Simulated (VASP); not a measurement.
# I: single point with PBE

I:

```xyz
1
Lattice="0.0000 2.3656 3.9098 2.1922 0.0000 3.9098 2.1922 2.3656 0.0000" Properties=species:S:1:pos:R:3 pbc="T T T"
I     0.0000    0.0000    0.0000
```

- Program: VASP 6.6.1
- Task: single point
- Functional: PBE
- Potentials or basis: VASP PAW PBE potentials, release 64 (I)
- Cutoff: 520 eV
- k mesh: 9 × 9 × 9
- Occupations: gaussian, width 0.03 eV
- Spin: no spin polarisation

```json
{"Pressure": "0.4 GPa", "Band gap on the k mesh": "zero (an odd number of electrons rules out a gap without spin polarisation)"}
```

Stress tensor (GPa, compression positive):
```
0.36 0.00 0.00
0.00 0.10 0.00
0.00 0.00 0.76
```

Levels at points of the mesh, in eV from the Fermi level:
```tsv
k point	band 2	band 3	band 4	band 5	band 6	band 7
(0.00, 0.00, 0.00)	-1.94	0.78	1.05	4.54	7.48	8.21
```

It took 24 s on 1 thread of AMD EPYC 9R45 96-Core Processor (Zen 5), with other jobs on the host, peak memory 0.18 GiB.

Caveat: spin-orbit coupling is left out, which moves the levels of the heavy elements; an odd number of electrons without spin polarisation forces a metal; a magnetic or distorted state may lie lower.
